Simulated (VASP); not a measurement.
Runs of VASP 6.6.1 on Ga. The structure is that of space group I-43d (No. 220), or close to it. The cells are those of the table. 

| cell | further INCAR settings | gap on the mesh (eV) | pressure (GPa) |
| --- | --- | --- | --- |
| a = 5.390 Å, angles 109.5°, 6 atoms | ALGO = Fast; EDIFF = 1e-07; NBANDS = 48 | none | -2.4 |
| a = 5.178 Å, angles 109.5°, 6 atoms | ALGO = Fast; EDIFF = 1e-06; NBANDS = 48 | none | (a) |
| a = 5.123 Å, angles 109.5°, 6 atoms | ALGO = Fast; EDIFF = 1e-06; NBANDS = 48 | none | (b) |
| a = 5.233 Å, angles 109.5°, 6 atoms | ALGO = Fast; EDIFF = 1e-06; NBANDS = 48 | none | 1.6 |
| a = 5.286 Å, angles 109.5°, 6 atoms | ALGO = Fast; EDIFF = 1e-07; NBANDS = 48 | none | 0.1 |
| a = 5.339 Å, angles 109.5°, 6 atoms | ALGO = Fast; EDIFF = 1e-06; NBANDS = 48 | none | -1.4 |
| a = 5.066 Å, angles 109.5°, 6 atoms | ALGO = Fast; EDIFF = 1e-07; NBANDS = 48 | none | 8.6 |
| a = 5.457 Å, angles 109.5°, 6 atoms | ALGO = Fast; EDIFF = 1e-06; NBANDS = 48 | none | -3.6 |

Alike in all rows: task single point; level PBE; potentials or basis VASP PAW PBE potentials, release 64 (Ga_d); no spin polarisation; k mesh 8 × 8 × 8; cutoff (eV) 520; smearing gaussian 0.1 eV.

Q: Fill in the values left out.

A: (a) 3.5; (b) 5.9.

Caveats: the cell stands under pressure (at least some runs); the cell stands under tension (at least some runs).

A k mesh can miss the band edges, and the runs leave out spin-orbit coupling on Ga.

A gap of «none» marks levels without a gap at the run's occupations.
